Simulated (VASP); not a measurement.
**NaF: single point with PBE**

The system is NaF.

```
CELL_PARAMETERS angstrom
3.25488 0.00000 0.00000
-1.62744 2.81881 0.00000
0.00000 0.00000 5.69575
ATOMIC_POSITIONS crystal
Na 0.00000 0.00000 0.00000
Na 0.00000 0.00000 0.50000
F 0.33333 0.66667 0.25000
F 0.66667 0.33333 0.75000
```

This cell differs from its parent crystal: atoms taken out.

| Property | Result |
| --- | --- |
| Program | VASP 6.6.1 |
| Task | single point |
| Functional | PBE |
| Potentials or basis | VASP PAW PBE potentials, release 64 (Na_pv, F) |
| Cutoff | 520 eV |
| k mesh | 18 × 18 × 4 |
| Occupations | gaussian, width 0.1 eV |
| Spin | collinear spin |
| Starting moments | [0.0, 0.0, 0.34, 0.34] μB |
| Dipole correction | no |
| Further INCAR settings | ALGO = Normal; EDIFF = 1e-06; NBANDS = 26 |

The pressure is -0.2 GPa. The band gap on the k mesh is 5.97 eV, the net moment is 0.00 μB per cell and the valence electrons inside the program's atomic spheres are Na 6.04; F 6.10.

Levels at points of the mesh, in eV from the valence-band top:
Spin up:
| k point | band 10 | band 11 | band 12 | band 13 | band 14 | band 15 | band 16 | band 17 | band 18 | band 19 |
| --- | --- | --- | --- | --- | --- | --- | --- | --- | --- | --- |
| (0.00, 0.00, 0.00) | -0.19 | -0.18 | -0.18 | 0.00 | 0.00 | 5.97 | 10.40 | 11.49 | 16.71 | 19.57 |
| (0.50, 0.00, 0.00) | -1.08 | -0.75 | -0.51 | -0.36 | -0.26 | 10.42 | 11.76 | 13.33 | 13.66 | 13.84 |
| (0.00, 0.00, 0.50) | -0.98 | -0.09 | -0.09 | -0.09 | -0.09 | 7.68 | 7.68 | 14.37 | 14.37 | 19.62 |
| (0.50, 0.00, 0.50) | -1.39 | -0.49 | -0.49 | -0.31 | -0.31 | 11.38 | 11.38 | 12.42 | 12.42 | 15.33 |
Spin down:
```tsv
k point	band 11	band 12	band 13	band 14	band 15	band 16	band 17	band 18
(0.00, 0.00, 0.00)	-0.18	-0.18	0.00	0.00	5.97	10.40	11.49	16.71
(0.50, 0.00, 0.00)	-0.75	-0.51	-0.36	-0.26	10.42	11.76	13.33	13.66
(0.00, 0.00, 0.50)	-0.09	-0.09	-0.09	-0.09	7.68	7.68	14.37	14.37
(0.50, 0.00, 0.50)	-0.49	-0.49	-0.31	-0.31	11.38	11.38	12.42	12.42
```

Wall time 4.6 min on 1 thread of AMD EPYC 7R43 64-Core Processor (Zen 3), with other jobs on the host, peak memory 0.27 GiB.

Caveat: the cell differs from its parent crystal (atoms taken out). A k mesh can miss the band edges.
